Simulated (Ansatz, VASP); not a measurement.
# Si2Sn3 in VASP and in Ansatz

```xyz
10
Lattice="3.6324 0.0000 0.0000 -1.8162 3.1458 0.0000 0.0000 0.0000 21.0016" Properties=species:S:1:pos:R:3 pbc="T T T"
Si    0.0000    2.0972   19.6154
Si    0.0000    2.0972    1.3862
Si    0.0000    2.0972   10.5008
Si    1.8162    1.0486    0.0000
Sn    0.0000    2.0972   14.9297
Sn    0.0000    2.0972    6.0720
Sn    1.8162    1.0486   17.4774
Sn    1.8162    1.0486    3.5243
Sn    1.8162    1.0486    8.6991
Sn    1.8162    1.0486   12.3026
```

Alike in both runs: functional PBE; k mesh 12 × 12 × 2; occupations gaussian, width 0.1 eV; no spin polarisation.

Ansatz relaxed the structure, and its values are those at the end. VASP's run is a single point on that final structure, the one shown.

```csv
,VASP,Ansatz
version,VASP 6.6.1,Ansatz 0.2.0
potentials or method,"VASP PAW PBE potentials, release 64 (Si, Sn_d), cutoff 520 eV","scalar-relativistic, plane waves, PAW"
valence electrons in the cell,100,100
```

Ansatz gave:

```
gap on the k mesh at the Fermi level (eV) : none
pressure (GPa)                            : 0.0
```

**Question.** Estimate VASP's values.

**Answer.** gap on the k mesh at the Fermi level (eV): none; pressure (GPa): -0.1.

A gap of «none» marks a metal or a gap that the smearing closes. With one functional, cell and mesh, what is left measures potentials, basis and numerics.
